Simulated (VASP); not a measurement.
Here is a VASP 6.6.1 calculation.

File INCAR:

```
SYSTEM = Ga2SbP3
PREC = Accurate ; ENCUT = 520
EDIFF = 1E-6 ; ISMEAR = -1
SIGMA = 0.03 ; LREAL = .False.
LASPH = .True. ; NELM = 60
ALGO = Normal ; ISIF = 2
LWAVE = .False. ; LCHARG = .True.
GGA = PS ; LELF = .True.
LVHAR = .True. ; NBANDS = 32
```

KPOINTS

```
Automatic mesh
0
Gamma
  6 6 2
  0 0 0
```

POSCAR

```
Ga2SbP3
1.0
    3.7201335637      0.0000000000      0.0000000000
   -1.8600667819      3.2217301717      0.0000000000
    0.0000000000      0.0000000000      9.0362465125
Ga Sb P
2 1 3
Direct
    0.3333333333      0.6666666667      0.8454511776
    0.6666666667      0.3333333333      0.1545488224
    0.0000000000      0.0000000000      0.5000000000
    0.3333333333      0.6666666667      0.3170525270
    0.6666666667      0.3333333333      0.6829474730
    0.0000000000      0.0000000000      0.0000000000
```

Potentials or basis: VASP PAW PBE potentials, release 64 (Ga_d, Sb, P).

Run with:

```bash
$ cat potpaw_PBE.64/Ga_d/POTCAR potpaw_PBE.64/Sb/POTCAR potpaw_PBE.64/P/POTCAR > POTCAR
$ mpirun -np 1 vasp_std > vasp.out
```

Q: What does it give for the largest force?

A: 0.009 eV/Å.

Q: What does it give for the pressure?

A: 0.1 GPa.

Forces on the atoms (eV/Å):
```
Ga   0.000  0.000 -0.001
Ga   0.000  0.000  0.001
Sb   0.000  0.000  0.000
P    0.000  0.000 -0.009
P    0.000  0.000  0.009
P    0.000  0.000  0.000
```

Caveat: the PAW data sets were made with another functional, which shifts forces and pressure a little.
